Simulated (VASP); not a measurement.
# Fe (Im-3m) in VASP: single point with r2SCAN

Aim: the single point of Fe with r2SCAN.

All numbers are computed with VASP 6.6.1; they aren't measurements. Logs are shortened: lines on timing, memory, paths and dates and some standing lists are left out, and cuts for length are marked.

**1. The cell of the first run**

The structure is cubic, space group Im-3m (No. 229). The conventional cell has a = 2.868 Å, b = 2.868 Å, c = 2.868 Å, α = 90.00°, β = 90.00°, γ = 90.00°. Within 3.3 Å of Fe (site symmetry m-3m) lie 14 Fe at 2.48 to 2.87 Å.

**2. Single point, r2SCAN, collinear spin, ferromagnetic start**

POSCAR reads:

```
Fe
1.0
    1.4341180426     -1.4341180426      1.4341180426
   -1.4341180426      1.4341180426      1.4341180426
   -2.8682360852     -2.8682360852      0.0000000000
Fe
2
Direct
    0.0000000000      0.0000000000      0.0000000000
    0.5000000000      0.5000000000      0.5000000000
```

INCAR.step1 reads:

```
SYSTEM = Fe
ALGO = Normal ; EDIFF = 1E-4
ENCUT = 520 ; GGA = PE
ISMEAR = 0 ; ISPIN = 2
LASPH = .TRUE. ; LCHARG = .FALSE.
LMAXMIX = 4 ; LREAL = .FALSE.
LWAVE = .TRUE. ; MAGMOM = 2.5 2.5
NBANDS = 19 ; NELM = 150
PREC = Accurate ; SIGMA = 0.05
```

INCAR.step2 reads:

```
SYSTEM = Fe
ALGO = Normal ; EDIFF = 1E-6
ENCUT = 520 ; ISIF = 2
ISMEAR = 0 ; ISPIN = 2
ISTART = 1 ; LASPH = .TRUE.
LCHARG = .FALSE. ; LMAXMIX = 4
LMIXTAU = .TRUE. ; LORBIT = 11
LREAL = .FALSE. ; LWAVE = .FALSE.
MAGMOM = 2.5 2.5 ; METAGGA = R2SCAN
NBANDS = 19 ; NELM = 150
PREC = Accurate ; SIGMA = 0.05
```

KPOINTS reads:

```
k-points
0
G
  14 14 8
  0 0 0
```

Potentials or basis: VASP PAW PBE potentials, release 64 (Fe).

Started as:

```
> cat potpaw_PBE.64/Fe/POTCAR > POTCAR
> cp INCAR.step1 INCAR
> mpirun -np 1 vasp_std > vasp.out
> cp INCAR.step2 INCAR
> mpirun -np 1 vasp_std > vasp.out
```

OUTCAR:

```text
SYSTEM = Fe
   EDIFF = 1E-6
   ENCUT = 520
   ISIF = 2
   ISMEAR = 0
   ISPIN = 2
   ISTART = 1
   LASPH = .TRUE.
   LORBIT = 11
   LREAL = .FALSE.
   METAGGA = R2SCAN
   NELM = 150
   PREC = Accurate

 ion  position               nearest neighbor table
   1  0.000  0.000  0.000-   2 2.48   2 2.48   2 2.48   2 2.48   2 2.87   2 2.87   2 2.87   2 2.87

   2  0.500  0.500  0.500-   1 2.48   1 2.48   1 2.48   1 2.48   1 2.87   1 2.87   1 2.87   1 2.87

  LATTYP: Found a base centered orthorhombic cell.
 ALAT       =     2.8682360852
 B/A-ratio  =     1.4142135624
 C/A-ratio  =     1.4142135624

  Lattice vectors:

 A1 = (   1.4341180426,  -1.4341180426,   1.4341180426)
 A2 = (  -1.4341180426,   1.4341180426,   1.4341180426)
 A3 = (  -2.8682360852,  -2.8682360852,   0.0000000000)

Analysis of symmetry for initial positions (statically):
=====================================================================
 Subroutine PRICEL returns following result:

  LATTYP: Found a body centered cubic cell.
 ALAT       =     2.8682360852

  Lattice vectors:

 A1 = (   1.4341180426,  -1.4341180426,  -1.4341180426)
 A2 = (   1.4341180426,   1.4341180426,   1.4341180426)
 A3 = (  -1.4341180426,  -1.4341180426,   1.4341180426)

   2 primitive cells build up your supercell.

 Routine SETGRP: Setting up the symmetry group for a
 base centered orthorhombic supercell.

 Subroutine GETGRP returns: Found  8 space group operations
 (whereof  8 operations were pure point group operations)
 out of a pool of  8 trial point group operations.

The static configuration has the point symmetry D_2h.

Analysis of symmetry for dynamics (positions and initial velocities):
=====================================================================
 Subroutine PRICEL returns following result:

  LATTYP: Found a body centered cubic cell.
 ALAT       =     2.8682360852

  Lattice vectors:

 A1 = (   1.4341180426,  -1.4341180426,  -1.4341180426)
 A2 = (   1.4341180426,   1.4341180426,   1.4341180426)
 A3 = (  -1.4341180426,  -1.4341180426,   1.4341180426)

   2 primitive cells build up your supercell.

 Routine SETGRP: Setting up the symmetry group for a
 base centered orthorhombic supercell.

 Subroutine GETGRP returns: Found  8 space group operations
 (whereof  8 operations were pure point group operations)
 out of a pool of  8 trial point group operations.

The dynamic configuration has the point symmetry D_2h.

Analysis of structural, dynamic, and magnetic symmetry:
=====================================================================
 Subroutine PRICEL returns following result:

  LATTYP: Found a body centered cubic cell.
 ALAT       =     2.8682360852

  Lattice vectors:

 A1 = (   1.4341180426,  -1.4341180426,  -1.4341180426)
 A2 = (   1.4341180426,   1.4341180426,   1.4341180426)
 A3 = (  -1.4341180426,  -1.4341180426,   1.4341180426)

   2 primitive cells build up your supercell.

 Routine SETGRP: Setting up the symmetry group for a
 base centered orthorhombic supercell.

 Subroutine GETGRP returns: Found  8 space group operations
 (whereof  8 operations were pure point group operations)
 out of a pool of  8 trial point group operations.

The overall configuration has the point symmetry D_2h.

 Subroutine INISYM returns: Found  8 space group operations
 (whereof  8 operations are pure point group operations),
 and found     2 'primitive' translations

----------------------------------------------------------------------------------------

                                     Primitive cell

  volume of cell :      11.7982

  direct lattice vectors                    reciprocal lattice vectors
     1.434118043 -1.434118043 -1.434118043     0.348646335 -0.348646335  0.000000000
     1.434118043  1.434118043  1.434118043     0.348646335 -0.000000000  0.348646335
    -1.434118043 -1.434118043  1.434118043     0.000000000 -0.348646335  0.348646335

  length of vectors
     2.483965314  2.483965314  2.483965314     0.493060376  0.493060376  0.493060376

  position of ions in fractional coordinates (direct lattice)
     0.000000000  0.000000000  0.000000000

  ion indices of the primitive-cell ions
   primitive index   ion index
                 1           1

----------------------------------------------------------------------------------------

 KPOINTS: k-points

Automatic generation of k-mesh.
 Grid dimensions read from file:
 generate k-points for:   14   14    8

 Generating k-lattice:

  Cartesian coordinates                     Fractional coordinates (reciprocal lattice)
     0.012451655 -0.012451655  0.024903310     0.071428571  0.000000000  0.000000000
    -0.012451655  0.012451655  0.024903310     0.000000000  0.071428571  0.000000000
    -0.021790396 -0.021790396  0.000000000     0.000000000  0.000000000  0.125000000

  Length of vectors
     0.030500201  0.030500201  0.030816273

  Shift w.r.t. Gamma in fractional coordinates (k-lattice)
     0.000000000  0.000000000  0.000000000

 Subroutine IBZKPT returns following result:
 ===========================================

 Found    285 irreducible k-points:

 Following reciprocal coordinates:
            Coordinates               Weight
  0.000000  0.000000  0.000000      1.000000
  0.071429  0.000000  0.000000      4.000000
  0.142857  0.000000  0.000000      4.000000
  0.214286  0.000000  0.000000      4.000000
  0.285714  0.000000  0.000000      4.000000
  0.357143  0.000000  0.000000      4.000000
[... 16 lines left out ...]
  0.214286  0.142857  0.000000      4.000000
  0.285714  0.142857  0.000000      4.000000
 [... further k-points ...]
   k-points           NKPTS =    285   k-points in BZ     NKDIM =    285   number of bands    NBANDS=     19
   number of dos      NEDOS =    301   number of ions     NIONS =      2
   total plane-waves  NPLWV =   9720
   dimension x,y,z NGX =    18 NGY =   18 NGZ =   30
   dimension x,y,z NGXF=    36 NGYF=   36 NGZF=   60
   ions per type =               2
   NGX,Y,Z   is equivalent  to a cutoff of  12.05, 12.05, 12.30 a.u.
   NGXF,Y,Z  is equivalent  to a cutoff of  24.09, 24.09, 24.59 a.u.
 SYSTEM =  Fe
   PREC   = accura    normal or accurate (medium, high low for compatibility)
   ISTART =      1    job   : 0-new  1-cont  2-samecut
   ICHARG =      0    charge: 1-file 2-atom 10-const
   ISPIN  =      2    spin polarized calculation?
   LNONCOLLINEAR =      F non collinear calculations
   LSORBIT =      F    spin-orbit coupling
   LASPH  =      T    aspherical Exc in radial PAW
   ENCUT  =  520.0 eV  38.22 Ry    6.18 a.u.   4.62  4.62  7.54*2*pi/ulx,y,z
   NELM   =    150;   NELMIN=  2; NELMDL=  0     # of ELM steps
   EDIFF  = 0.1E-05   stopping-criterion for ELM
   LREAL  =      F    real-space projection
   EDIFFG = 0.1E-04   stopping-criterion for IOM
   NSW    =      0    number of steps for IOM
   IBRION =     -1    ionic relax: 0-MD 1-quasi-New 2-CG
   NFREE  =      0    steps in history (QN), initial steepest desc. (CG)
   ISIF   =      2    stress and relaxation
   ISYM   =      2    0-nonsym 1-usesym 2-fastsym
   POTIM  = 0.5000    time-step for ionic-motion
   TEBEG  =    0.0;   TEEND  =   0.0 temperature during run
   PSTRESS=    0.0 pullay stress
   NELECT =      16.0000    total number of electrons
   NUPDOWN=      -1.0000    fix difference up-down
   EMIN   =  10.00;   EMAX   =-10.00  energy-range for DOS
   EFERMI =   0.00;   METHOD = LEGACY
   ISMEAR =     0;   SIGMA  =   0.05  broadening in eV -4-tet -1-fermi 0-gaus
   EFERMI_NEDOS =   21; number of points for ismear=-14 and -15
   IALGO  =     38    algorithm
   IMIX   =      4    mixing-type and parameters
     AMIX     =   0.40;   BMIX     =  1.00
     AMIX_MAG =   1.60;   BMIX_MAG =  1.00
  volume/ion in A,a.u.               =      11.80        79.62
  Fermi-wavevector in a.u.,A,eV,Ry     =   1.438246  2.717891 28.144364  2.068552
  Thomas-Fermi vector in A             =   2.557234
   LORBIT       =     11    0 simple, 1 ext, 2 COOP (PROOUT), +10 PAW based schemes
   METAGGA = R2SCAN    functional components
   LHFCALC =     F    Hartree Fock is set to
   AEXX    =    0.0000 exact exchange contribution
   IVDW    =     0    specifies the selected vdW correction
   LEPSILON=     F    determine dielectric tensor
   LRPA    =     F    only Hartree local field effects (RPA)
 spin polarized calculation
 Gauss-broadening in eV      SIGMA  =   0.05
  energy-cutoff  :      520.00
  volume of cell :       23.60
 maximum number of plane-waves:       650
   NGX =  9   NGY =  9   NGZ = 15

 number of electron      15.9999992 magnetization       5.2839910

 Free energy of the ion-electron system (eV)
  ---------------------------------------------------
  ext. energy  EPLUGINS =         0.00000000
  ---------------------------------------------------
  free energy    TOTEN  =       -28.71506136 eV

  energy without entropy =      -28.71333190  energy(sigma->0) =      -28.71419663

 E-fermi :   5.4583     XC(G=0): -14.0080

 val. band max:        5.4574068878   @ k =  -0.2143   0.2143   0.0000
 cond. band min:       5.4704574190   @ k =  -0.4286   0.3571   0.1250
 fundamental gap:      0.0130505312
 Fermi energy:         5.4582596974

 spin component 1

 k-point     1 :       0.0000    0.0000    0.0000
  band No.  band energies     occupation
      1      -3.0244      1.00000
      2       0.1095      1.00000
      3       1.4067      1.00000
      4       2.3918      1.00000
      5       2.3930      1.00000
      6       2.3940      1.00000
[... 11 lines left out ...]
     18      31.0759      0.00000
     19      31.0767      0.00000
[... 489 lines left out ...]
      3       1.8420      1.00000
      4       1.8425      1.00000
      5       2.0801      1.00000
      6       2.4632      1.00000
[... 11 lines left out ...]
     18      26.3311      0.00000
     19      28.0941      0.00000

 [... further k-points ...]

 spin component 2

 k-point     1 :       0.0000    0.0000    0.0000
  band No.  band energies     occupation
      1      -3.6498      1.00000
      2       1.9605      1.00000
      3       4.3957      1.00000
      4       5.4472      0.62246
      5       5.8025      0.00000
      6       5.8044      0.00000
[... 11 lines left out ...]
     18      30.7099      0.00000
     19      30.7126      0.00000
[... 489 lines left out ...]
      3       3.9401      1.00000
      4       3.9404      1.00000
      5       5.3408      0.99955
      6       5.6306      0.00000
[... 11 lines left out ...]
     18      27.0382      0.00000
     19      29.0829      0.00000

 [... further k-points ...]
[... 5 lines left out ...]
  --------------------------------------------------------------------------------------
  -------------------------------------------------------------------------------------
  Total       -0.1693068     -0.1693068     -0.1056001      0.0193707      0.0000000      0.0000000
  in kB      -11.4958301    -11.4958301     -7.1701799      1.3152575      0.0000000      0.0000000
  external PRESSURE =     -10.0539467 kB  Pullay stress =       0.0000000 kB

 VOLUME and BASIS-vectors are now :
 -----------------------------------------------------------------------------
  energy-cutoff  :      520.00
  volume of cell :       23.60
      direct lattice vectors                 reciprocal lattice vectors
     1.434118043 -1.434118043  1.434118043     0.174323168 -0.174323168  0.348646335
    -1.434118043  1.434118043  1.434118043    -0.174323168  0.174323168  0.348646335
    -2.868236085 -2.868236085  0.000000000    -0.174323168 -0.174323168  0.000000000

 POSITION                                       TOTAL-FORCE (eV/Angst)
 -----------------------------------------------------------------------------------
      0.00000      0.00000      0.00000        -0.000000     -0.000000      0.000000
     -1.43412     -1.43412      1.43412         0.000000      0.000000     -0.000000
 -----------------------------------------------------------------------------------
    total drift:                                0.000000     -0.000000     -0.000000

  FREE ENERGIE OF THE ION-ELECTRON SYSTEM (eV)
  ---------------------------------------------------
  free  energy   TOTEN  =       -28.7150613602 eV

  energy  without entropy=      -28.7133319006  energy(sigma->0) =      -28.71419663

 total charge

# of ion       s       p       d       tot
------------------------------------------
    1        0.477   0.548   6.169   7.194
    2        0.477   0.548   6.169   7.194
--------------------------------------------------
tot          0.955   1.097  12.337  14.388

 magnetization (x)

# of ion       s       p       d       tot
------------------------------------------
    1       -0.012  -0.117   2.841   2.712
    2       -0.012  -0.117   2.841   2.712
--------------------------------------------------
tot         -0.025  -0.233   5.682   5.424
```

Run time: 20 min. Hardware: 1 thread of Oxide Virtual Turin-like, shared host; peak memory 0.25 GiB.

Results:

| Property | Result |
| --- | --- |
| Free energy | -28.7151 eV |
| Pressure | -1.0 GPa |
| Net moment | 5.28 μB per cell |
| Site moments | Fe +2.71 μB |
| Valence electrons inside the program's atomic spheres | Fe 7.19 |

Caveat: the PAW data sets were made with another functional, which shifts forces and pressure a little.
